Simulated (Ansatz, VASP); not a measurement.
**Two plane-wave programs on Si**

POSCAR

```
Si
1.0
    0.0000000000      2.7323132363      2.7323132363
    2.7221053413      0.0102078950      2.7221053413
    2.7221053413      2.7221053413      0.0102078950
Si
2
Direct
    0.5000000000      0.5000000000      0.5000000000
    0.7500000000      0.7500000000      0.7500000000
```

Contents of INCAR.step1:

```
  ALGO = Normal
  EDIFF = 1E-4
  ENCUT = 520
  GGA = PE
  ISMEAR = 0
  LASPH = True
  LCHARG = False
  LREAL = False
  LWAVE = True
  NBANDS = 11
  NELM = 100
  PREC = Accurate
  SIGMA = 0.05
```

INCAR.step2

```
  ALGO = Normal
  EDIFF = 1E-6
  ENCUT = 520
  ISIF = 2
  ISMEAR = 0
  ISTART = 1
  LASPH = True
  LCHARG = True
  LELF = True
  LMIXTAU = True
  LREAL = False
  LVHAR = True
  LWAVE = False
  METAGGA = R2SCAN
  NBANDS = 11
  NELM = 100
  PREC = Accurate
  SIGMA = 0.05
```

The input KPOINTS:

```
k-points
0
Gamma
  8 8 8
```

Input for Ansatz:

```yaml
crystal:
  lattice:
    - [0.0, 2.7323132363, 2.7323132363]
    - [2.7221053413, 0.010207895, 2.7221053413]
    - [2.7221053413, 2.7221053413, 0.010207895]
  atoms:
    - { symbol: Si, position: [0.5, 0.5, 0.5] }
    - { symbol: Si, position: [0.75, 0.75, 0.75] }
basis:
  ecutwfc: 500
kpoints:
  mp_grid: { grid: [8, 8, 8] }
hamiltonian:
  xc: r2scan
scf:
  occupations: { method: gaussian, width: 0.05 }
output:
  forces: true
  stress: true
  eigenvalues: true
```

Change from the starting cell: strain +0.0075 x Voigt [0, 0, 0, 1, 0, 0], atoms carried along.

Alike in both runs: task single point; functional r2SCAN; k mesh 8 × 8 × 8; occupations gaussian, width 0.05 eV; no spin polarisation.

|  | VASP | Ansatz |
| --- | --- | --- |
| version | VASP 6.6.1 | Ansatz 0.2.0 |
| potentials or method | VASP PAW PBE potentials, release 64 (Si), cutoff 520 eV | scalar-relativistic, plane waves, PAW |
| valence electrons in the cell | 8 | 8 |

```tsv
	VASP	Ansatz	Ansatz less VASP
gap on the k mesh at the Fermi level (eV)	0.82	0.80	-0.014
least direct gap on the mesh (eV)	2.69	2.67	-0.016
pressure (GPa)	-0.2	0.0	+0.24
traceless stress, the component that is largest in VASP (GPa)	-0.81	-0.80	+0.003
rms of the force components (eV/Å)	0.041	0.041	+0.0005
```

VASP's potentials were made for PBE, not for r2SCAN. Atom by atom the forces differ by 0.000 eV/Å (rms over components).
